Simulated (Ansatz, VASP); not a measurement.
One calculation of Hg, two programs

```
Hg
1.0
     3.27365    0.00000    0.00000
     0.00000    3.27365    0.00000
     0.00000    0.00000   29.82745
Hg
2
Cartesian
  1.6368 1.6368 7.2552
  1.6368 1.6368 10.7448
```

Alike in both runs: functional PBE; k mesh 6 × 6 × 1; occupations gaussian, width 0.1 eV; no spin polarisation.

Ansatz relaxed the structure, and its values are those at the end. VASP's run is a single point on that final structure, the one shown.

```csv
,VASP,Ansatz
version,VASP 6.6.1,Ansatz 0.2.0
potentials or method,"VASP PAW PBE potentials, release 64 (Hg), cutoff 520 eV","scalar-relativistic, plane waves, PAW"
valence electrons in the cell,24,40
```

VASP gave:

| Item | Value |
| --- | --- |
| gap on the k mesh at the Fermi level (eV) | none |
| rms of the force components (eV/Å) | 0.010 |

**Question.** Which values does Ansatz return?

**Answer.** gap on the k mesh at the Fermi level (eV): none; rms of the force components (eV/Å): 0.012.

A gap of «none» marks a metal or a gap that the smearing closes. With one functional, cell and mesh, what is left measures potentials, basis and numerics. VASP's potentials hold 24 valence electrons a cell and Ansatz's 40, so a difference there can come from the potentials and not from the codes. Ansatz's warnings: slab cell height set.

Spin-orbit coupling is off throughout.
